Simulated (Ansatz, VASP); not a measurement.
# Two plane-wave programs on Al2Pt

```
Al Pt
1.0
     0.00000    2.99024    2.99024
     2.99024    0.00000    2.99024
     2.99024    2.99024    0.00000
Al Pt
2 1
Direct
  0.25000 0.25000 0.25000
  0.75000 0.75000 0.75000
  0.00000 0.00000 0.00000
```

Alike in both runs: functional r2SCAN; k mesh 10 × 10 × 10; occupations fermi-dirac, width 0.1 eV; no spin polarisation.

Ansatz relaxed the structure, and its values are those at the end. VASP's run is a single point on that final structure, the one shown.

```csv
,VASP,Ansatz
version,VASP 6.6.1,Ansatz 0.2.0
potentials or method,"VASP PAW PBE potentials, release 64 (Al, Pt), cutoff 520 eV",PAW plane waves
valence electrons in the cell,16,24
```

Ansatz gave:

```
pressure (GPa) : -5.1
```

Question: Which values does VASP return?

Answer: Pressure (GPa): -5.3.

VASP's potentials were made for PBE, not for r2SCAN. With one functional, cell and mesh, what is left measures potentials, basis and numerics. VASP's potentials hold 16 valence electrons a cell and Ansatz's 24, so a difference there can come from the potentials and not from the codes. Ansatz's warnings: stress scf threshold loose.

Spin-orbit coupling is off throughout.
